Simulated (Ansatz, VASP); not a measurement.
**One calculation of SrTiO3, two programs**

```
Sr Ti O
1.0
    -3.93640    0.00000   -3.93640
     0.00000   -3.93640   -3.93640
    -3.93640   -3.93640    0.00000
Sr Ti O
2 2 6
Direct
  0.00000 0.00000 0.00000
  0.50000 0.50000 0.50000
  0.25000 0.25000 0.25674
  0.75000 0.75000 0.74326
  0.00000 0.50000 0.00000
  0.50000 0.00000 0.50000
  0.00000 0.50000 0.50000
  0.50000 0.00000 0.00000
  0.00000 0.00000 0.50000
  0.50000 0.50000 0.00000
```

Change from the starting cell: mode 19 (414.3 1/cm) frozen in, largest displacement +0.037 Å.

Alike in both runs: task single point; functional PBE; k mesh 6 × 6 × 6; occupations gaussian, width 0.05 eV; no spin polarisation.

```csv
,VASP,Ansatz
version,VASP 6.6.1,Ansatz 0.2.0
potentials or method,"VASP PAW PBE potentials, release 64 (Sr_sv, Ti_sv, O), cutoff 520 eV","scalar-relativistic, plane waves, PAW"
valence electrons in the cell,80,80
```

```tsv
	VASP	Ansatz	Ansatz less VASP
gap on the k mesh at the Fermi level (eV)	1.74	1.77	+0.030
least direct gap on the mesh (eV)	1.74	1.77	+0.030
pressure (GPa)	0.7	0.1	-0.62
traceless stress, the component that is largest in VASP (GPa)	-0.16	-0.15	+0.003
rms of the force components (eV/Å)	0.296	0.293	-0.0036
```

Atom by atom the forces differ by 0.004 eV/Å (rms over components). With one functional, cell and mesh, what is left measures potentials, basis and numerics.
